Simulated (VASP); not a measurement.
Set up this calculation in VASP 6.6.1, as the native input.

| Item | Value |
| --- | --- |
| Task | single point |
| Functional | LDA |
| Potentials or basis | VASP PAW LDA potentials, release 64 (Be) |
| Cutoff | 520 eV |
| k mesh | 4 × 4 × 7 |
| Occupations | gaussian, width 0.1 eV |
| Spin | no spin polarisation |
| Dipole correction | no |
| Further INCAR settings | ALGO = Normal; EDIFF = 1e-07; NBANDS = 12 |

The structure of Be lies in POSCAR:

```
Be
1.0
    3.7507200000      0.0584600000     -0.0113600000
    0.0584600000      3.7433900000      0.0045400000
   -0.0069200000      0.0027600000      2.2590000000
Be
4
Direct
    0.2950100000      0.3054400000      0.9947400000
    0.6954300000      0.7011800000      0.0039500000
    0.1962100000      0.8033200000      0.5064000000
    0.7975200000      0.2111100000      0.5019200000
```

The input as run:

INCAR

```
ALGO     = Normal         # electronic algorithm
EDIFF    = 1E-7           # SCF threshold, eV
ENCUT    = 520            # plane-wave cutoff, eV
ISIF     = 2              # what is computed and relaxed
ISMEAR   = 0              # smearing method
LASPH    = True           # aspherical terms in the spheres
LCHARG   = False          # write CHGCAR
LREAL    = False          # projectors in reciprocal space
LWAVE    = False          # write WAVECAR
NBANDS   = 12             # bands
NELM     = 60             # most SCF steps
PREC     = Accurate       # precision mode
SIGMA    = 0.1            # smearing width, eV
```

KPOINTS

```
k-points
0
Gamma
  4 4 7
```

Potentials or basis: VASP PAW LDA potentials, release 64 (Be).

Launch:

```console
$ cat potpaw_LDA.64/Be/POTCAR > POTCAR
$ mpirun -np 1 vasp_std > vasp.out
```

It gave:

```yaml
Pressure: -3.0 GPa
Largest_force: 0.267 eV/Å
Band_gap_on_the_k_mesh: zero (band 4 reaches 7.38 eV, above the bottom of band 5 at 5.58 eV)
```

Caveat: the k points lie up to 0.42 Å⁻¹ apart.

It took 8.4 s on 1 thread of AMD EPYC 9R45 96-Core Processor (Zen 5), with other jobs on the host, peak memory 0.1 GiB.
